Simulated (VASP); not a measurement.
# TaN (P6_3mc) in VASP: further runs

Runs on TaN. Level: r2SCAN. Tasks: relaxation of cell and atoms, single point.

Program: VASP 6.6.1. These are calculated values, not measurements. Logs are shortened: lines on timing, memory, paths and dates and some standing lists are left out, and cuts for length are marked.

### 1 The cell of the first run

The structure is hexagonal, space group P6_3mc (No. 186). The conventional cell has a = 3.133 Å, b = 3.133 Å, c = 6.088 Å, α = 90.00°, β = 90.00°, γ = 120.00°. Ta (site symmetry 3m) has 4 N at 1.96 to 2.11 Å within 2.6 Å. Within 2.6 Å of N (site symmetry 3m) lie 4 Ta at 1.96 to 2.11 Å.

### 2 Relaxation of cell and atoms, r2SCAN

POSCAR

```
TaN
1.0
    3.1329737088      0.0000000000      0.0000000000
   -1.5664868544      2.7132348212      0.0000000000
    0.0000000000      0.0000000000      6.0875060854
Ta N
2 2
Direct
    0.3333333333      0.6666666667      0.0314229074
    0.6666666667      0.3333333333      0.5314229074
    0.3333333333      0.6666666667      0.3535770926
    0.6666666667      0.3333333333      0.8535770926
```

INCAR.step1

```
  PREC = Accurate
  ENCUT = 600
  ISMEAR = 0
  SIGMA = 0.01
  LREAL = F
  LASPH = T
  NELM = 100
  GGA = PE
  ALGO = Normal
  EDIFF = 1E-4
  LWAVE = T
  LCHARG = F
```

INCAR.step2

```
  PREC = Accurate
  ENCUT = 600
  EDIFF = 1E-7
  ISMEAR = 0
  SIGMA = 0.01
  LREAL = F
  LASPH = T
  NELM = 100
  ALGO = Normal
  ISIF = 3
  LWAVE = F
  LCHARG = F
  METAGGA = R2SCAN
  LMIXTAU = T
  IBRION = 2
  NSW = 100
  EDIFFG = -0.005
  ISTART = 1
```

KPOINTS

```
regular mesh
0
Gamma
  12 12 6
```

Potentials or basis: VASP PAW PBE potentials, release 64 (Ta_pv, N).

Started as:

```bash
> cat potpaw_PBE.64/Ta_pv/POTCAR potpaw_PBE.64/N/POTCAR > POTCAR
> cp INCAR.step1 INCAR
> mpirun -np 1 vasp_std > vasp.out
> cp INCAR.step2 INCAR
> mpirun -np 1 vasp_std > vasp.out
```

OUTCAR:

```text
PREC = Accurate
   ENCUT = 600
   EDIFF = 1E-7
   ISMEAR = 0
   LREAL = F
   LASPH = T
   NELM = 100
   ISIF = 3
   METAGGA = R2SCAN
   IBRION = 2
   NSW = 100
   EDIFFG = -0.005
   ISTART = 1

 ion  position               nearest neighbor table
   1  0.333  0.667  0.031-   3 1.96   4 2.11   4 2.11   4 2.11   2 3.54   2 3.54   2 3.54   2 3.54
                             2 3.54   2 3.54
   2  0.667  0.333  0.531-   4 1.96   3 2.11   3 2.11   3 2.11   1 3.54   1 3.54   1 3.54   1 3.54
                             1 3.54   1 3.54
   3  0.333  0.667  0.354-   1 1.96   2 2.11   2 2.11   2 2.11
   4  0.667  0.333  0.854-   2 1.96   1 2.11   1 2.11   1 2.11

  LATTYP: Found a hexagonal cell.
 ALAT       =     3.1329737088
 C/A-ratio  =     1.9430441016

  Lattice vectors:

 A1 = (   3.1329737088,   0.0000000000,   0.0000000000)
 A2 = (  -1.5664868544,   2.7132348212,   0.0000000000)
 A3 = (   0.0000000000,   0.0000000000,   6.0875060854)

Analysis of symmetry for initial positions (statically):
=====================================================================
 Subroutine PRICEL returns:
 Original cell was already a primitive cell.

 Routine SETGRP: Setting up the symmetry group for a
 hexagonal supercell.

 Subroutine GETGRP returns: Found 12 space group operations
 (whereof  6 operations were pure point group operations)
 out of a pool of 24 trial point group operations.

The static configuration has the point symmetry C_3v.
 The point group associated with its full space group is C_6v.

Analysis of symmetry for dynamics (positions and initial velocities):
=====================================================================
 Subroutine PRICEL returns:
 Original cell was already a primitive cell.

 Routine SETGRP: Setting up the symmetry group for a
 hexagonal supercell.

 Subroutine GETGRP returns: Found 12 space group operations
 (whereof  6 operations were pure point group operations)
 out of a pool of 24 trial point group operations.

The dynamic configuration has the point symmetry C_3v.
 The point group associated with its full space group is C_6v.

 Subroutine INISYM returns: Found 12 space group operations
 (whereof  6 operations are pure point group operations),
 and found     1 'primitive' translations

----------------------------------------------------------------------------------------

                                     Primitive cell

  volume of cell :      51.7468

  direct lattice vectors                    reciprocal lattice vectors
     3.132973709  0.000000000  0.000000000     0.319185570  0.184281875  0.000000000
    -1.566486854  2.713234821  0.000000000     0.000000000  0.368563750  0.000000000
     0.000000000  0.000000000  6.087506085     0.000000000  0.000000000  0.164270883

  length of vectors
     3.132973709  3.132973709  6.087506085     0.368563750  0.368563750  0.164270883

  position of ions in fractional coordinates (direct lattice)
     0.333333333  0.666666667  0.031422907
     0.666666667  0.333333333  0.531422907
     0.333333333  0.666666667  0.353577093
     0.666666667  0.333333333  0.853577093

  ion indices of the primitive-cell ions
   primitive index   ion index
                 1           1
                 2           2
                 3           3
                 4           4

----------------------------------------------------------------------------------------

 KPOINTS: regular mesh

Automatic generation of k-mesh.
 Grid dimensions read from file:
 generate k-points for:   12   12    6

 Generating k-lattice:

  Cartesian coordinates                     Fractional coordinates (reciprocal lattice)
     0.026598798  0.015356823  0.000000000     0.083333333  0.000000000  0.000000000
     0.000000000  0.030713646  0.000000000     0.000000000  0.083333333  0.000000000
     0.000000000  0.000000000  0.027378481     0.000000000  0.000000000  0.166666667

  Length of vectors
     0.030713646  0.030713646  0.027378481

  Shift w.r.t. Gamma in fractional coordinates (k-lattice)
     0.000000000  0.000000000  0.000000000

 Subroutine IBZKPT returns following result:
 ===========================================

 Found     76 irreducible k-points:

 Following reciprocal coordinates:
            Coordinates               Weight
  0.000000  0.000000  0.000000      1.000000
  0.083333  0.000000  0.000000      6.000000
  0.166667  0.000000  0.000000      6.000000
  0.250000  0.000000  0.000000      6.000000
  0.333333  0.000000  0.000000      6.000000
  0.416667 -0.000000  0.000000      6.000000
[... 16 lines left out ...]
  0.250000  0.000000  0.166667     12.000000
  0.333333  0.000000  0.166667     12.000000
 [... further k-points ...]
   k-points           NKPTS =     76   k-points in BZ     NKDIM =     76   number of bands    NBANDS=     20
   number of dos      NEDOS =    301   number of ions     NIONS =      4
   total plane-waves  NPLWV =  39200
   dimension x,y,z NGX =    28 NGY =   28 NGZ =   50
   dimension x,y,z NGXF=    56 NGYF=   56 NGZF=  100
   ions per type =               2   2
   NGX,Y,Z   is equivalent  to a cutoff of  14.86, 14.86, 13.65 a.u.
   NGXF,Y,Z  is equivalent  to a cutoff of  29.72, 29.72, 27.31 a.u.
 SYSTEM =  unknown system
   PREC   = accura    normal or accurate (medium, high low for compatibility)
   ISTART =      1    job   : 0-new  1-cont  2-samecut
   ICHARG =      0    charge: 1-file 2-atom 10-const
   ISPIN  =      1    spin polarized calculation?
   LNONCOLLINEAR =      F non collinear calculations
   LSORBIT =      F    spin-orbit coupling
   LASPH  =      T    aspherical Exc in radial PAW
   ENCUT  =  600.0 eV  44.10 Ry    6.64 a.u.   6.26  6.26 12.16*2*pi/ulx,y,z
   NELM   =    100;   NELMIN=  2; NELMDL=  0     # of ELM steps
   EDIFF  = 0.1E-06   stopping-criterion for ELM
   LREAL  =      F    real-space projection
   EDIFFG = -.5E-02   stopping-criterion for IOM
   NSW    =    100    number of steps for IOM
   IBRION =      2    ionic relax: 0-MD 1-quasi-New 2-CG
   NFREE  =      1    steps in history (QN), initial steepest desc. (CG)
   ISIF   =      3    stress and relaxation
   ISYM   =      2    0-nonsym 1-usesym 2-fastsym
   POTIM  = 0.5000    time-step for ionic-motion
   TEBEG  =    0.0;   TEEND  =   0.0 temperature during run
   PSTRESS=    0.0 pullay stress
   NELECT =      32.0000    total number of electrons
   NUPDOWN=      -1.0000    fix difference up-down
   EMIN   =  10.00;   EMAX   =-10.00  energy-range for DOS
   EFERMI =   0.00;   METHOD = LEGACY
   ISMEAR =     0;   SIGMA  =   0.01  broadening in eV -4-tet -1-fermi 0-gaus
   EFERMI_NEDOS =   21; number of points for ismear=-14 and -15
   IALGO  =     38    algorithm
   IMIX   =      4    mixing-type and parameters
     AMIX     =   0.40;   BMIX     =  1.00
     AMIX_MAG =   1.60;   BMIX_MAG =  1.00
  volume/ion in A,a.u.               =      12.94        87.30
  Fermi-wavevector in a.u.,A,eV,Ry     =   1.394752  2.635699 26.467862  1.945333
  Thomas-Fermi vector in A             =   2.518271
   LORBIT       =      0    0 simple, 1 ext, 2 COOP (PROOUT), +10 PAW based schemes
   METAGGA = R2SCAN    functional components
   LHFCALC =     F    Hartree Fock is set to
   AEXX    =    0.0000 exact exchange contribution
   IVDW    =     0    specifies the selected vdW correction
   LEPSILON=     F    determine dielectric tensor
   LRPA    =     F    only Hartree local field effects (RPA)
 conjugate gradient relaxation of ions
 non-spin polarized calculation
 Gauss-broadening in eV      SIGMA  =   0.01
  energy-cutoff  :      600.00
  volume of cell :       51.75
 maximum number of plane-waves:      1753
 NGX is ok and might be reduce to    28
   NGX = 13   NGY = 13   NGZ = 25

--------------------------------------- Ionic step        1  -------------------------------------------

 number of electron      32.0000002 magnetization

 Free energy of the ion-electron system (eV)
  ---------------------------------------------------
  ext. energy  EPLUGINS =         0.00000000
  ---------------------------------------------------
  free energy    TOTEN  =      -119.10797566 eV

  energy without entropy =     -119.10790424  energy(sigma->0) =     -119.10793995

------------------------ aborting loop because EDIFF is reached ----------------------------------------

  FORCE on cell =-STRESS in cart. coord.  units (eV):
  Direction    XX          YY          ZZ          XY          YZ          ZX
  --------------------------------------------------------------------------------------
  -------------------------------------------------------------------------------------
  Total        0.3686606      0.3686606      0.6937646      0.0000000      0.0000000      0.0000000
  in kB       11.4144185     11.4144185     21.4802429      0.0000000      0.0000000      0.0000000
  external PRESSURE =      14.7696933 kB  Pullay stress =       0.0000000 kB
[... 175 lines left out ...]
  energy  without entropy=     -119.1092498918  energy(sigma->0) =     -119.10928560

--------------------------------------- Ionic step        6  -------------------------------------------

 number of electron      32.0000002 magnetization

 Free energy of the ion-electron system (eV)
  ---------------------------------------------------
  ext. energy  EPLUGINS =         0.00000000
  ---------------------------------------------------
  free energy    TOTEN  =      -119.10932650 eV

  energy without entropy =     -119.10925508  energy(sigma->0) =     -119.10929079

 E-fermi :   6.5598     XC(G=0): -13.0181

 val. band max:        6.5567552416   @ k =   0.3333   0.2500   0.0000
 cond. band min:       6.5974158097   @ k =   0.0833   0.0000   0.1667
 fundamental gap:      0.0406605681
 Fermi energy:         6.5598010218

 k-point     1 :       0.0000    0.0000    0.0000
  band No.  band energies     occupation
      1     -30.4422      2.00000
      2     -30.0818      2.00000
      3     -29.8146      2.00000
      4     -29.8146      2.00000
      5     -29.7849      2.00000
      6     -29.7849      2.00000
[... 12 lines left out ...]
     19       8.9065      0.00000
[... 513 lines left out ...]
      4     -30.0883      2.00000
      5     -29.9173      2.00000
      6     -29.8795      2.00000
[... 12 lines left out ...]
     19       8.7765      0.00000
     20       9.0914      0.00000

 [... further k-points ...]

------------------------ aborting loop because EDIFF is reached ----------------------------------------

  FORCE on cell =-STRESS in cart. coord.  units (eV):
  Direction    XX          YY          ZZ          XY          YZ          ZX
  --------------------------------------------------------------------------------------
  -------------------------------------------------------------------------------------
  Total        0.0032316      0.0032316     -0.0036963      0.0000000      0.0000000      0.0000000
  in kB        0.0995403      0.0995403     -0.1138535      0.0000000      0.0000000      0.0000000
  external PRESSURE =       0.0284090 kB  Pullay stress =       0.0000000 kB
[... 19 lines left out ...]
  FREE ENERGIE OF THE ION-ELECTRON SYSTEM (eV)
  ---------------------------------------------------
  free  energy   TOTEN  =      -119.1093265031 eV

  energy  without entropy=     -119.1092550819  energy(sigma->0) =     -119.10929079

 reached required accuracy - stopping structural energy minimisation
```

Wall time 24 min (1 thread of Intel Xeon Platinum 8488C (Sapphire Rapids), shared host); peak memory 0.27 GiB.

What came out:

- Free energy: -119.1093 eV
- Relaxed volume: 13.00 Å³/atom
- Relaxed cell: a = 3.138 Å, b = 3.138 Å, c = 6.100 Å, α = 90.00°, β = 90.00°, γ = 120.00°
- Space group after relaxing (to 0.1 Å): P6_3mc (No. 186)
- Energy gained by relaxing: 0.3 meV/atom
- Ionic steps: 6
- Pressure after relaxing: 0.0 GPa
- Band gap on the k mesh: zero (bands 16 and 17 overlap by 0.18 eV)

Step by step:
| step | energy change (eV) | largest force (eV/Å) | pressure (GPa) | volume (Å³) |
| --- | --- | --- | --- | --- |
| 1 | 0.0000 | 0.0568 | 1.48 | 51.75 |
| 2 | 0.0076 | 0.1705 | -3.46 | 52.64 |
| 3 | -0.0013 | 0.0107 | 0.06 | 51.99 |
| 4 | -0.0013 | 0.0269 | -0.09 | 52.04 |
| 5 | -0.0013 | 0.0060 | 0.00 | 52.01 |
| 6 | -0.0014 | 0.0018 | 0.00 | 52.01 |

Final structure:
```
Ta N
1.0
     3.13793    0.00000    0.00000
    -1.56896    2.71752    0.00000
     0.00000    0.00000    6.09972
Ta N
2 2
Direct
  0.33333 0.66667 0.03129
  0.66667 0.33333 0.53129
  0.33333 0.66667 0.35371
  0.66667 0.33333 0.85371
```

Caveat: the PAW data sets were made with another functional, which shifts forces and pressure a little; spin-orbit coupling is left out, which moves the levels of the heavy elements.

[end of part 1 of 2]
